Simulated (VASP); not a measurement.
A run of VASP 6.6.1 is set up as follows.

File INCAR:

```
PREC = Accurate
ENCUT = 520
EDIFF = 1E-6
ISMEAR = 0
SIGMA = 0.01
LREAL = False
LASPH = True
NELM = 100
ALGO = Normal
ISIF = 2
LWAVE = False
LCHARG = False
GGA = PS
NBANDS = 16
```

The input KPOINTS:

```
Automatic mesh
0
Gamma
  8 8 8
```

The input POSCAR:

```
GaP
1.0
    0.0000000000      2.7192636295      2.7056673114
    2.7192636295      0.0000000000      2.7056673114
    2.7192636295      2.7192636295      0.0000000000
Ga P
1 1
Direct
    0.0000000000      0.0000000000      0.0000000000
    0.7500000000      0.7500000000      0.7500000000
```

Potentials or basis: VASP PAW PBE potentials, release 64 (Ga_d, P).

Run with:

```bash
$ cat potpaw_PBE.64/Ga_d/POTCAR potpaw_PBE.64/P/POTCAR > POTCAR
$ mpirun -np 1 vasp_std > vasp.out
```

(1) Predict the pressure.

(2) What does it give for the band gap on the k mesh?

Answers

(1) 0.3 GPa.

(2) 1.45 eV, indirect (least direct gap 1.83 eV).

Caveat: the cell differs from its parent crystal (z stretched by -0.5 %, x and y held); the PAW data sets were made with another functional, which shifts forces and pressure a little.
